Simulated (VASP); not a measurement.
A run of VASP 6.6.1 is set up as follows.

INCAR

```
PREC = Accurate
ENCUT = 520
EDIFF = 1E-7
ISMEAR = -1
SIGMA = 0.05
LREAL = Auto
LASPH = T
NELM = 100
ALGO = Normal
ISIF = 2
LWAVE = F
LCHARG = F
GGA = PE
NBANDS = 86
ISYM = 0
```

KPOINTS

```
Automatic mesh
0
Gamma
  1 1 1
  0.25 0.25 0.25
```

File POSCAR:

```
SiNi
1.0
    6.4002940000      0.0757740000      0.0022980000
    0.0757740000      6.4122190000      0.0415250000
    0.0022980000      0.0415250000      6.5625770000
Si Ni
10 10
Direct
   -0.0308785637      0.5810801797      0.2628879790
    0.7767575436      0.9064958000      0.5380946803
    0.0944115697      0.0671896526      0.7941550997
    0.7888117084      0.5813993156      0.7463899782
    0.4307671256      0.6845618566      0.3032030963
    0.1720172228      0.1905536552      0.2137459056
    0.1651742570      0.6695464508      0.7201833233
    0.3855505766      0.2736503645      0.5619560233
    0.7129064026      0.3166456997      0.0878665543
    0.6085341504      0.8998778200      0.9374179018
    0.2261122281      0.8536192026      1.0566237709
    0.1626728743      0.8684305492      0.4283385321
    0.6709104390      0.4493048959      0.4248535083
    0.7104600883      0.1935446512      0.7240676065
    0.8651364893      0.9761446912      0.1891778958
    0.0394881086      0.3528504161      0.5511784689
    0.3949194475      0.1881742179      0.9576659505
    0.5344230620      0.0672674576      0.3112090898
    0.4586758170      0.5630294312      0.9290375055
    0.0582761713      0.4187008572      0.9528859666
```

Potentials or basis: VASP PAW PBE potentials, release 64 (Si, Ni).

Launch:

```console
$ cat potpaw_PBE.64/Si/POTCAR potpaw_PBE.64/Ni/POTCAR > POTCAR
$ mpirun -np 1 vasp_std > vasp.out
```

(1) What does it give for the band gap on the k mesh?

(2) What does it give for the pressure?

## Answers

(1) 0.42 eV.

(2) -7.3 GPa.

Caveat: the k points lie up to 0.98 Å⁻¹ apart.
